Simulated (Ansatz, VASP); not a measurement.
# Two plane-wave programs on Mo

```xyz
1
Lattice="-1.5556 1.5556 1.5556 1.5556 -1.5556 1.5556 1.5556 1.5556 -1.5556" Properties=species:S:1:pos:R:3 pbc="T T T"
Mo    0.0000    0.0000    0.0000
```

Alike in both runs: functional LDA; k mesh 19 × 19 × 19; occupations fermi-dirac, width 0.05 eV; no spin polarisation.

Ansatz relaxed the structure, and its values are those at the end. VASP's run is a single point on that final structure, the one shown.

|  | VASP | Ansatz |
| --- | --- | --- |
| version | VASP 6.6.1 | Ansatz 0.2.0 |
| potentials or method | VASP PAW LDA potentials, release 64 (Mo_sv) | PAW with Ansatz's default frozen-core files, scalar-relativistic |
| plane-wave cutoff (eV) | 520 | 420 |
| valence electrons in the cell | 14 | 14 |

Ansatz gave:

```
pressure (GPa) : 0.0
```

Problem. Estimate VASP's values.

Solution. Pressure (GPa): 1.2.

LDA's correlation is that of Perdew and Zunger in VASP and of Perdew and Wang (1992) in Ansatz.
